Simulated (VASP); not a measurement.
Input of a VASP 6.6.1 run:

Contents of INCAR:

```
SYSTEM = WSe
ALGO = Normal
EDIFF = 1E-6
ENCUT = 520
GGA = PE
ISIF = 2
ISMEAR = 0
LASPH = .True.
LCHARG = .False.
LREAL = .False.
LWAVE = .False.
NBANDS = 17
NELM = 80
PREC = Accurate
SIGMA = 0.1
```

KPOINTS

```
k-points
0
Gamma
  24 24 24
  0 0 0
```

POSCAR

```
WSe
1.0
    1.5297504742      0.8832018481      4.0250147329
   -1.5297504742      0.8832018481      4.0250147329
    0.0000000000     -1.7664036962      4.0250147329
W Se
1 1
Direct
    0.5000000000      0.5000000000      0.5000000000
    0.0000000000      0.0000000000      0.0000000000
```

Potentials or basis: VASP PAW PBE potentials, release 64 (W_sv, Se).

Command:

```console
$ cat potpaw_PBE.64/W_sv/POTCAR potpaw_PBE.64/Se/POTCAR > POTCAR
$ mpirun -np 1 vasp_std > vasp.out
```

Predict the band gap on the k mesh.

zero (bands 10 and 11 overlap by 2.34 eV).

Estimate the pressure.

0.3 GPa.

Stress tensor (GPa, compression positive):
```
0.29 0.00 0.00
0.00 0.29 0.00
0.00 0.00 0.47
```

Caveat: spin-orbit coupling is left out, which moves the levels of the heavy elements.
